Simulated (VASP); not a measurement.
AlN: single point with r2SCAN

AlN:

```
Al N
1.0
     0.00000    2.24951    2.18399
     2.24951    0.00000    2.18399
     2.24951    2.24951    0.00000
Al N
1 1
Direct
  0.00000 0.00000 0.00000
  0.75000 0.75000 0.75000
```

This cell differs from its parent crystal: strain +0.0300 x Voigt [1, 1, 0, 0, 0, 0].

```json
{"Program": "VASP 6.6.1", "Task": "single point", "Functional": "r2SCAN", "Potentials or basis": "VASP PAW PBE potentials, release 64 (Al, N)", "Cutoff": "520 eV", "k mesh": "10 × 10 × 10", "Occupations": "gaussian, width 0.05 eV", "Spin": "no spin polarisation", "Dipole correction": "no", "Further INCAR settings": "ALGO = Normal; EDIFF = 1e-07; NBANDS = 11"}
```

The pressure is -11.3 GPa and the band gap on the k mesh is 3.73 eV (least direct gap 4.27 eV).

Stress tensor (GPa, compression positive):
```
-12.71   0.00   0.00
  0.00 -12.71   0.00
  0.00   0.00  -8.60
```

Levels at points of the mesh, in eV from the valence-band top:
| k point | band 1 | band 2 | band 3 | band 4 | band 5 | band 6 | band 7 | band 8 | band 9 |
| --- | --- | --- | --- | --- | --- | --- | --- | --- | --- |
| (0.00, 0.00, 0.00) | -15.49 | -0.12 | -0.12 | 0.00 | 4.27 | 12.81 | 12.86 | 12.86 | 17.50 |
| (0.50, 0.00, 0.00) | -13.64 | -5.73 | -0.68 | -0.44 | 7.54 | 10.32 | 11.22 | 11.79 | 18.39 |
| (0.50, 0.50, 0.00) | -12.99 | -4.67 | -1.98 | -1.98 | 3.73 | 8.70 | 14.64 | 15.96 | 15.96 |
| (0.50, 0.00, 0.50) | -13.10 | -4.94 | -1.75 | -1.74 | 3.85 | 9.17 | 14.11 | 15.76 | 16.62 |

Run time: 98 s on 1 thread of Intel(R) Xeon(R) Platinum 8375C CPU @ 2.90GHz (Ice Lake), with other jobs on the host, peak memory 0.15 GiB.

Caveat: the cell differs from its parent crystal (strain +0.0300 x Voigt [1, 1, 0, 0, 0, 0]); the cell stands under tension; the PAW data sets were made with another functional, which shifts forces and pressure a little. A k mesh can miss the band edges.
